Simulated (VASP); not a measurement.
Crystal: InSe.

```
CELL_PARAMETERS angstrom
1.95917 1.13113 8.26771
-1.95917 1.13113 8.26771
0.00000 -2.26226 8.26771
ATOMIC_POSITIONS crystal
In 0.88860 0.88860 0.88860
In 0.00000 0.00000 0.00000
Se 0.17190 0.17190 0.17190
Se 0.38350 0.38350 0.38350
```

Base run:

- Program: VASP 6.6.1
- Functional: PBEsol
- Dispersion: D3(BJ)
- Potentials or basis: VASP PAW PBE potentials, release 64 (In_d, Se)
- Cutoff: 520 eV
- k mesh: 8 × 8 × 8
- Occupations: fermi-dirac, width 0.05 eV
- Spin: no spin polarisation

Its results: band gap on the k mesh 0.50 eV; pressure 2.1 GPa; largest force 0.625 eV/Å.

Question: The run is repeated on the same cell with these changes: functional from PBEsol to SVWN5; dispersion from D3(BJ) to none. What comes out?

Answer: Band gap on the k mesh 0.37 eV; pressure 2.0 GPa; largest force 0.531 eV/Å.

Several settings changed at once.

Caveats: semilocal functionals underestimate gaps, and a narrow one can read as zero; the PAW data sets were made with another functional, which shifts forces and pressure a little; spin-orbit coupling is left out, which moves the levels of the heavy elements.

A k mesh can miss the band edges.
